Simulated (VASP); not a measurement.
A run of VASP 6.6.1 is set up as follows.

File POSCAR:

```
Ti
1.0
    2.9500000000      0.0000000000      0.0000000000
   -1.4750000000      2.5547700000      0.0000000000
    0.0000000000      0.0000000000      4.6800000000
Ti
2
Direct
    0.3333333333      0.6666666667      0.2500000000
    0.6666666667      0.3333333333      0.7500000000
```

INCAR.step1

```
  PREC = Accurate
  ENCUT = 600
  ISMEAR = 0
  SIGMA = 0.05
  LREAL = False
  LASPH = True
  NELM = 80
  GGA = PE
  ALGO = Normal
  EDIFF = 1E-4
  LWAVE = True
  LCHARG = False
```

Contents of INCAR.step2:

```
  PREC = Accurate
  ENCUT = 600
  EDIFF = 1E-6
  ISMEAR = 0
  SIGMA = 0.05
  LREAL = False
  LASPH = True
  NELM = 80
  ALGO = Normal
  ISIF = 3
  LWAVE = False
  LCHARG = False
  METAGGA = R2SCAN
  LMIXTAU = True
  IBRION = 2
  NSW = 80
  EDIFFG = -0.02
  ISTART = 1
```

File KPOINTS:

```
Automatic mesh
0
Gamma
  18 18 10
```

Potentials or basis: VASP PAW PBE potentials, release 64 (Ti_sv).

Launch:

```sh
$ cat potpaw_PBE.64/Ti_sv/POTCAR > POTCAR
$ cp INCAR.step1 INCAR
$ mpirun -np 1 vasp_std > vasp.out
$ cp INCAR.step2 INCAR
$ mpirun -np 1 vasp_std > vasp.out
```

Q: Estimate the relaxed volume.

A: 17.36 Å³/atom.

Q: What does it give for the relaxed cell?

A: a = 2.937 Å, b = 2.937 Å, c = 4.646 Å, α = 90.00°, β = 90.00°, γ = 120.00°.

Q: Predict the space group after relaxing (to 0.1 Å).

A: P6_3/mmc (No. 194).

Q: What does it give for the band gap on the k mesh?

A: Zero (bands 12 and 13 overlap by 1.24 eV).

Stress tensor (GPa, compression positive):
```
 0.08  0.00  0.00
 0.00  0.08  0.00
 0.00  0.00 -0.11
```

Caveat: the PAW data sets were made with another functional, which shifts forces and pressure a little.
